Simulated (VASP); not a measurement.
TaN:

```
CELL_PARAMETERS angstrom
2.93800 0.00000 0.00000
-1.46900 2.54438 0.00000
0.00000 0.00000 2.88300
ATOMIC_POSITIONS crystal
Ta 0.33333 0.66667 0.50000
N 0.00000 0.00000 0.00000
```

| Quantity | Value |
| --- | --- |
| Program | VASP 6.6.1 |
| Task | relaxation of cell and atoms |
| Functional | PBE |
| Potentials or basis | VASP PAW PBE potentials, release 64 (Ta_sv_GW, N) |
| Cutoff | 600 eV |
| k mesh | 10 × 10 × 9 |
| Occupations | fermi-dirac, width 0.05 eV |
| Spin | no spin polarisation |
| Hubbard terms | Ta d U = 1.0 eV |

At the start: pressure 7.9 GPa; volume 10.78 Å³/atom.

Q: How do energy, volume and symmetry change on relaxing?

A: Over 4 steps the energy falls by 5.9 meV/atom and the volume is 11.02 Å³/atom (+2.3 %); space group P-6m2 (No. 187, to 0.05 Å).

The path:
```
step  energy change (eV)  largest force (eV/Å)  pressure (GPa)  volume (Å³)
   1              0.0000                0.0000            7.88        21.55
   2              0.0523                0.0000          -16.00        23.25
   3             -0.0118                0.0000           -0.13        22.05
   4             -0.0118                0.0000            0.01        22.04
```

Final structure:
```xyz
2
Lattice="2.9584 0.0000 0.0000 -1.4792 2.5621 0.0000 0.0000 0.0000 2.9073" Properties=species:S:1:pos:R:3 pbc="T T T"
Ta    0.0000    1.7080    1.4537
N     0.0000    0.0000    0.0000
```

Caveat: U without spin polarisation on a metal has little footing.
